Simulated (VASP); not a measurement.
Set up this calculation in VASP 6.6.1, as the native input.

| Item | Value |
| --- | --- |
| Task | single point |
| Functional | PBE-based screened hybrid with 25 % exact exchange |
| Potentials or basis | VASP PAW PBE potentials, release 64 (P) |
| Cutoff | 520 eV |
| k mesh | 6 × 6 × 3 |
| Occupations | fermi-dirac, width 0.05 eV |
| Spin | no spin polarisation |
| Dipole correction | no |
| Grid for exact exchange (PRECFOCK) | Normal |
| Share of exact exchange | 0.25 |
| Further INCAR settings | ALGO = Normal; EDIFF = 1e-07; NBANDS = 12 |
| Screening parameter | 0.1 1/Å |

P:

```
P
1.0
     2.42469    0.00000    0.00000
     0.00000    2.43854    0.00000
    -0.02031    0.00000    4.85243
P
2
Direct
  0.00000 0.00000 0.74943
  0.00000 0.00000 0.25057
```

This isn't the form of P at room conditions, which is orthorhombic.

The input as run:

POSCAR

```
P
1.0
    2.4246941115      0.0000000000      0.0000000000
    0.0000000000      2.4385351442      0.0000000000
   -0.0203144631      0.0000000000      4.8524328982
P
2
Direct
    0.0000000300      0.0000000000      0.7494253600
    0.9999999700      0.0000000000      0.2505746400
```

INCAR.step1

```
SYSTEM = P
PREC     = Accurate       ! precision mode
ENCUT    = 520            ! plane-wave cutoff, eV
EDIFF    = 1E-5           ! SCF threshold, eV
ISMEAR   = -1             ! smearing method
SIGMA    = 0.05           ! smearing width, eV
LREAL    = .False.        ! projectors in reciprocal space
LASPH    = .True.         ! aspherical terms in the spheres
NELM     = 60             ! most SCF steps
ALGO     = Normal         ! electronic algorithm
ISIF     = 2              ! what is computed and relaxed
LWAVE    = .True.         ! write WAVECAR
GGA      = PE             ! functional
NBANDS   = 12             ! bands
```

INCAR.step2

```
SYSTEM = P
PREC     = Accurate       ! precision mode
ENCUT    = 520            ! plane-wave cutoff, eV
EDIFF    = 1E-7           ! SCF threshold, eV
ISMEAR   = -1             ! smearing method
SIGMA    = 0.05           ! smearing width, eV
LREAL    = .False.        ! projectors in reciprocal space
LASPH    = .True.         ! aspherical terms in the spheres
NELM     = 60             ! most SCF steps
ALGO     = Normal         ! electronic algorithm
ISIF     = 2              ! what is computed and relaxed
LWAVE    = .False.        ! write WAVECAR
LCHARG   = .True.         ! write CHGCAR
GGA      = PE             ! functional
LHFCALC  = .True.         ! exact exchange
AEXX     = 0.25           ! exact-exchange fraction
HFSCREEN = 0.1            ! screening, 1/A
PRECFOCK = Normal       
LELF     = .True.         ! ELF
LVHAR    = .True.       
ISTART   = 1            
NBANDS   = 12             ! bands
```

KPOINTS

```
Automatic mesh
0
Gamma
  6 6 3
  0 0 0
```

Potentials or basis: VASP PAW PBE potentials, release 64 (P).

Command:

```console
$ cat potpaw_PBE.64/P/POTCAR > POTCAR
$ cp INCAR.step1 INCAR
$ mpirun -np 1 vasp_std > vasp.out
$ cp INCAR.step2 INCAR
$ mpirun -np 1 vasp_std > vasp.out
```

Results of the run:

| Quantity | Value |
| --- | --- |
| Pressure | -3.3 GPa |
| Largest force | 0.015 eV/Å |
| Band gap on the k mesh | zero (bands 5 and 6 overlap by 10.42 eV) |

Caveat: the k points lie up to 0.43 Å⁻¹ apart, too coarse for converged energies and pressures of a metal; the PAW data sets were made with another functional, which shifts forces and pressure a little.

Run time: 19 min on 1 thread of Intel Xeon 8259CL, on a shared host, peak memory 0.24 GiB.
